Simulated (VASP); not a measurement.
# Cu2SnRuSe4 (I-42m) in VASP: single point with PBE

Aim: the single point of Cu2SnRuSe4 with PBE.

All numbers are computed with VASP 6.6.1; they aren't measurements. Logs are shortened: lines on timing, memory, paths and dates and some standing lists are left out, and cuts for length are marked.

## (1) The cell of the first run

The structure is tetragonal, space group I-42m (No. 121). Conventional cell: a = 5.701 Å, b = 5.701 Å, c = 11.381 Å, α = 90.00°, β = 90.00°, γ = 90.00°. Ru (site symmetry -42m) has 4 Se at 2.44 Å within 3.2 Å. Se (site symmetry m) has 2 Cu at 2.43 Å and 1 Ru at 2.44 Å and 1 Sn at 2.58 Å within 3.2 Å. Within 3.4 Å of Sn (site symmetry -42m) lie 4 Se at 2.58 Å. Within 3.2 Å of Cu (site symmetry -4) lie 4 Se at 2.43 Å.

## (2) Single point, PBE

The input, INCAR:

```
SYSTEM = Cu2SnRuSe4
  PREC = Accurate
  ENCUT = 520
  EDIFF = 1E-6
  ISMEAR = -1
  SIGMA = 0.1
  LREAL = .False.
  LASPH = .True.
  NELM = 80
  ALGO = Normal
  ISIF = 2
  LWAVE = .False.
  LCHARG = .True.
  GGA = PE
  LELF = .True.
  LVHAR = .True.
  NBANDS = 47
```

The input, KPOINTS:

```
regular mesh
0
Gamma
  7 7 7
  0 0 0
```

The input, POSCAR:

```
Cu2SnRuSe4
1.0
    0.0000000000      5.7010430000      0.0000000000
    5.7010430000      0.0000000000      0.0000000000
    2.8505220000      2.8505220000     -5.6906830000
Ru Se Sn Cu
1 4 1 2
Direct
    0.0000000000      0.0000000000      0.0000000000
    0.3702000000      0.3702000000      0.7384000000
    0.6298000000      0.1086000000      0.2616000000
    0.8914000000      0.8914000000      0.7384000000
    0.1086000000      0.6298000000      0.2616000000
    0.5000000000      0.5000000000      0.0000000000
    0.7500000000      0.2500000000      0.5000000000
    0.2500000000      0.7500000000      0.5000000000
```

Potentials or basis: VASP PAW PBE potentials, release 64 (Ru_pv, Se, Sn_d, Cu).

Command:

```bash
$ cat potpaw_PBE.64/Ru_pv/POTCAR potpaw_PBE.64/Se/POTCAR potpaw_PBE.64/Sn_d/POTCAR potpaw_PBE.64/Cu/POTCAR > POTCAR
$ mpirun -np 1 vasp_std > vasp.out
```

OUTCAR:

```text
SYSTEM = Cu2SnRuSe4
   PREC = Accurate
   ENCUT = 520
   EDIFF = 1E-6
   ISMEAR = -1
   LREAL = .False.
   LASPH = .True.
   NELM = 80
   ISIF = 2
   GGA = PE

 ion  position               nearest neighbor table
   1  0.000  0.000  0.000-   2 2.44   3 2.44   5 2.44   4 2.44
   2  0.370  0.370  0.738-   7 2.43   8 2.43   1 2.44   6 2.58
   3  0.630  0.109  0.262-   8 2.43   7 2.43   1 2.44   6 2.58
   4  0.891  0.891  0.738-   7 2.43   8 2.43   1 2.44   6 2.58
   5  0.109  0.630  0.262-   7 2.43   8 2.43   1 2.44   6 2.58
   6  0.500  0.500  0.000-   4 2.58   3 2.58   5 2.58   2 2.58
   7  0.750  0.250  0.500-   5 2.43   2 2.43   4 2.43   3 2.43
   8  0.250  0.750  0.500-   3 2.43   2 2.43   4 2.43   5 2.43

  LATTYP: Found a body centered tetragonal cell.
 ALAT       =     5.7010430000
 C/A-ratio  =     1.9963655773

  Lattice vectors:

 A1 = (  -2.8505220000,   2.8505210000,   5.6906830000)
 A2 = (   2.8505210000,  -2.8505220000,   5.6906830000)
 A3 = (   2.8505220000,   2.8505220000,  -5.6906830000)

Analysis of symmetry for initial positions (statically):
=====================================================================
 Subroutine PRICEL returns:
 Original cell was already a primitive cell.

 Routine SETGRP: Setting up the symmetry group for a
 body centered tetragonal supercell.

 Subroutine GETGRP returns: Found  8 space group operations
 (whereof  8 operations were pure point group operations)
 out of a pool of 16 trial point group operations.

The static configuration has the point symmetry D_2d.

Analysis of symmetry for dynamics (positions and initial velocities):
=====================================================================
 Subroutine PRICEL returns:
 Original cell was already a primitive cell.

 Routine SETGRP: Setting up the symmetry group for a
 body centered tetragonal supercell.

 Subroutine GETGRP returns: Found  8 space group operations
 (whereof  8 operations were pure point group operations)
 out of a pool of 16 trial point group operations.

The dynamic configuration has the point symmetry D_2d.

 Subroutine INISYM returns: Found  8 space group operations
 (whereof  8 operations are pure point group operations),
 and found     1 'primitive' translations

----------------------------------------------------------------------------------------

                                     Primitive cell

  volume of cell :     184.9580

  direct lattice vectors                    reciprocal lattice vectors
     0.000000000  5.701043000  0.000000000     0.000000000  0.175406500  0.087862931
     5.701043000  0.000000000  0.000000000     0.175406500  0.000000000  0.087862931
     2.850522000  2.850522000 -5.690683000     0.000000000  0.000000000 -0.175725831

  length of vectors
     5.701043000  5.701043000  6.973867245     0.196181893  0.196181893  0.175725831

  position of ions in fractional coordinates (direct lattice)
     0.000000000  0.000000000  0.000000000
     0.370200000  0.370200000  0.738400000
     0.629800000  0.108600000  0.261600000
     0.891400000  0.891400000  0.738400000
     0.108600000  0.629800000  0.261600000
     0.500000000  0.500000000  0.000000000
     0.750000000  0.250000000  0.500000000
     0.250000000  0.750000000  0.500000000

  ion indices of the primitive-cell ions
   primitive index   ion index
                 1           1
                 2           2
                 3           3
                 4           4
                 5           5
                 6           6
                 7           7
                 8           8

----------------------------------------------------------------------------------------

 KPOINTS: regular mesh

Automatic generation of k-mesh.
 Grid dimensions read from file:
 generate k-points for:    7    7    7

 Generating k-lattice:

  Cartesian coordinates                     Fractional coordinates (reciprocal lattice)
     0.000000000  0.025058071  0.012551847     0.142857143  0.000000000  0.000000000
     0.025058071  0.000000000  0.012551847     0.000000000  0.142857143  0.000000000
     0.000000000  0.000000000 -0.025103690     0.000000000  0.000000000  0.142857143

  Length of vectors
     0.028025985  0.028025985  0.025103690

  Shift w.r.t. Gamma in fractional coordinates (k-lattice)
     0.000000000  0.000000000  0.000000000

 Subroutine IBZKPT returns following result:
 ===========================================

 Found     40 irreducible k-points:

 Following reciprocal coordinates:
            Coordinates               Weight
  0.000000  0.000000  0.000000      1.000000
  0.142857  0.000000 -0.000000      8.000000
  0.285714  0.000000 -0.000000      8.000000
  0.428571  0.000000  0.000000      8.000000
  0.142857  0.142857 -0.000000      8.000000
  0.285714  0.142857  0.000000     16.000000
[... 16 lines left out ...]
  0.285714  0.285714  0.142857      8.000000
  0.428571  0.285714  0.142857     16.000000
 [... further k-points ...]
   k-points           NKPTS =     40   k-points in BZ     NKDIM =     40   number of bands    NBANDS=     47
   number of dos      NEDOS =    301   number of ions     NIONS =      8
   total plane-waves  NPLWV =  95256
   dimension x,y,z NGX =    42 NGY =   42 NGZ =   54
   dimension x,y,z NGXF=    84 NGYF=   84 NGZF=  108
   ions per type =               1   4   1   2
   NGX,Y,Z   is equivalent  to a cutoff of  12.25, 12.25, 12.87 a.u.
   NGXF,Y,Z  is equivalent  to a cutoff of  24.49, 24.49, 25.75 a.u.
 SYSTEM =  Cu2SnRuSe4
   PREC   = accura    normal or accurate (medium, high low for compatibility)
   ISTART =      0    job   : 0-new  1-cont  2-samecut
   ICHARG =      2    charge: 1-file 2-atom 10-const
   ISPIN  =      1    spin polarized calculation?
   LNONCOLLINEAR =      F non collinear calculations
   LSORBIT =      F    spin-orbit coupling
   LASPH  =      T    aspherical Exc in radial PAW
   ENCUT  =  520.0 eV  38.22 Ry    6.18 a.u.  10.60 10.60 12.97*2*pi/ulx,y,z
   NELM   =     80;   NELMIN=  2; NELMDL= -5     # of ELM steps
   EDIFF  = 0.1E-05   stopping-criterion for ELM
   LREAL  =      F    real-space projection
   EDIFFG = 0.1E-04   stopping-criterion for IOM
   NSW    =      0    number of steps for IOM
   IBRION =     -1    ionic relax: 0-MD 1-quasi-New 2-CG
   NFREE  =      0    steps in history (QN), initial steepest desc. (CG)
   ISIF   =      2    stress and relaxation
   ISYM   =      2    0-nonsym 1-usesym 2-fastsym
   POTIM  = 0.5000    time-step for ionic-motion
   TEBEG  =    0.0;   TEEND  =   0.0 temperature during run
   PSTRESS=    0.0 pullay stress
   NELECT =      74.0000    total number of electrons
   NUPDOWN=      -1.0000    fix difference up-down
   EMIN   =  10.00;   EMAX   =-10.00  energy-range for DOS
   EFERMI =   0.00;   METHOD = LEGACY
   ISMEAR =    -1;   SIGMA  =   0.10  broadening in eV -4-tet -1-fermi 0-gaus
   EFERMI_NEDOS =   21; number of points for ismear=-14 and -15
   IALGO  =     38    algorithm
   IMIX   =      4    mixing-type and parameters
     AMIX     =   0.40;   BMIX     =  1.00
     AMIX_MAG =   1.60;   BMIX_MAG =  1.00
  volume/ion in A,a.u.               =      23.12       156.02
  Fermi-wavevector in a.u.,A,eV,Ry     =   1.206316  2.279607 19.799172  1.455198
  Thomas-Fermi vector in A             =   2.341987
   LORBIT       =      0    0 simple, 1 ext, 2 COOP (PROOUT), +10 PAW based schemes
   GGA     = PE    functional components
   LHFCALC =     F    Hartree Fock is set to
   AEXX    =    0.0000 exact exchange contribution
   IVDW    =     0    specifies the selected vdW correction
   LEPSILON=     F    determine dielectric tensor
   LRPA    =     F    only Hartree local field effects (RPA)
 non-spin polarized calculation
  energy-cutoff  :      520.00
  volume of cell :      184.96
 maximum number of plane-waves:      5006
   NGX = 21   NGY = 21   NGZ = 25

 number of electron      73.9999981 magnetization

 Free energy of the ion-electron system (eV)
  ---------------------------------------------------
  ext. energy  EPLUGINS =         0.00000000
  ---------------------------------------------------
  free energy    TOTEN  =       -35.14786167 eV

  energy without entropy =      -34.95628554  energy(sigma->0) =      -35.05207361

 E-fermi :   4.8452     XC(G=0):  -9.6570

 val. band max:        4.8148425942   @ k =   0.0000   0.0000   0.2857
 cond. band min:       4.8459320168   @ k =  -0.4286   0.4286   0.0000
 fundamental gap:      0.0310894226
 Fermi energy:         4.8451637540

 k-point     1 :       0.0000    0.0000    0.0000
  band No.  band energies     occupation
      1     -37.5634      2.00000
      2     -37.5083      2.00000
      3     -37.5083      2.00000
      4     -17.3381      2.00000
      5     -17.3277      2.00000
      6     -17.3277      2.00000
[... 39 lines left out ...]
     46      10.2168      0.00000
     47      10.2202      0.00000

 k-point     2 :       0.1429    0.0000   -0.0000
  band No.  band energies     occupation
      1     -37.5634      2.00000
      2     -37.5083      2.00000
      3     -37.5083      2.00000
      4     -17.3381      2.00000
      5     -17.3278      2.00000
      6     -17.3278      2.00000
[... 39 lines left out ...]
     46       9.8600      0.00000
     47      10.2225      0.00000

 k-point     3 :       0.2857    0.0000   -0.0000
  band No.  band energies     occupation
      1     -37.5634      2.00000
      2     -37.5083      2.00000
      3     -37.5083      2.00000
      4     -17.3382      2.00000
      5     -17.3279      2.00000
      6     -17.3278      2.00000
[... 1039 lines left out ...]
     46      10.3219      0.00000
     47      10.4841      0.00000

 k-point    24 :       0.4286    0.2857    0.1429
  band No.  band energies     occupation
      1     -37.5634      2.00000
      2     -37.5083      2.00000
      3     -37.5083      2.00000
      4     -17.3385      2.00000
      5     -17.3280      2.00000
      6     -17.3279      2.00000
[... 39 lines left out ...]
     46      10.2214      0.00000
     47      10.3700      0.00000

 [... further k-points ...]

------------------------ aborting loop because EDIFF is reached ----------------------------------------

  FORCE on cell =-STRESS in cart. coord.  units (eV):
  Direction    XX          YY          ZZ          XY          YZ          ZX
  --------------------------------------------------------------------------------------
  -------------------------------------------------------------------------------------
  Total        2.5395982      2.5395982      1.5438130      0.0000000     -0.0000001     -0.0000001
  in kB       21.9989809     21.9989809     13.3731048      0.0000000     -0.0000012     -0.0000012
  external PRESSURE =      19.1236889 kB  Pullay stress =       0.0000000 kB

 VOLUME and BASIS-vectors are now :
 -----------------------------------------------------------------------------
  energy-cutoff  :      520.00
  volume of cell :      184.96
      direct lattice vectors                 reciprocal lattice vectors
     0.000000000  5.701043000  0.000000000     0.000000000  0.175406500  0.087862931
     5.701043000  0.000000000  0.000000000     0.175406500  0.000000000  0.087862931
     2.850522000  2.850522000 -5.690683000     0.000000000  0.000000000 -0.175725831

 POSITION                                       TOTAL-FORCE (eV/Angst)
 -----------------------------------------------------------------------------------
      0.00000      0.00000      0.00000        -0.000000      0.000000     -0.000000
      4.21535      4.21535     -4.20200        -0.686836     -0.686836      0.353074
      1.36483      4.33621     -1.48868        -0.686836      0.686836     -0.353074
      7.18674      7.18674     -4.20200         0.686836      0.686836      0.353074
      4.33621      1.36483     -1.48868         0.686836     -0.686836     -0.353074
      2.85052      2.85052      0.00000        -0.000000      0.000000     -0.000000
      2.85052      5.70104     -2.84534        -0.000000      0.000000     -0.000000
      5.70104      2.85052     -2.84534        -0.000000      0.000000     -0.000000
 -----------------------------------------------------------------------------------
    total drift:                               -0.000029     -0.000029     -0.000003

  FREE ENERGIE OF THE ION-ELECTRON SYSTEM (eV)
  ---------------------------------------------------
  free  energy   TOTEN  =       -35.1478616748 eV

  energy  without entropy=      -34.9562855432  energy(sigma->0) =      -35.05207361
```

Run time: 12 min. Hardware: 1 thread of AMD EPYC 7R13, shared host; peak memory 0.5 GiB.

What came out:

```yaml
Free_energy: -35.1479 eV
Pressure: 1.9 GPa
Largest_force: 1.034 eV/Å
Band_gap_on_the_k_mesh: zero (bands 37 and 38 overlap by 0.27 eV)
```

Forces on the atoms (eV/Å):
```
Ru   0.000  0.000  0.000
Se  -0.687 -0.687  0.353
Se  -0.687  0.687 -0.353
Se   0.687  0.687  0.353
Se   0.687 -0.687 -0.353
Sn   0.000  0.000  0.000
Cu   0.000  0.000  0.000
Cu   0.000  0.000  0.000
```

Caveat: spin-orbit coupling is left out, which moves the levels of the heavy elements; forces of over 1 eV/Å act on the atoms, so gaps and moduli don't describe the material at rest. With open d or f shells a metallic result of PBE can be an artefact of self-interaction; +U or a hybrid may open a gap.

The gap in the log of VASP goes by the Fermi energy; the results here count the filled bands.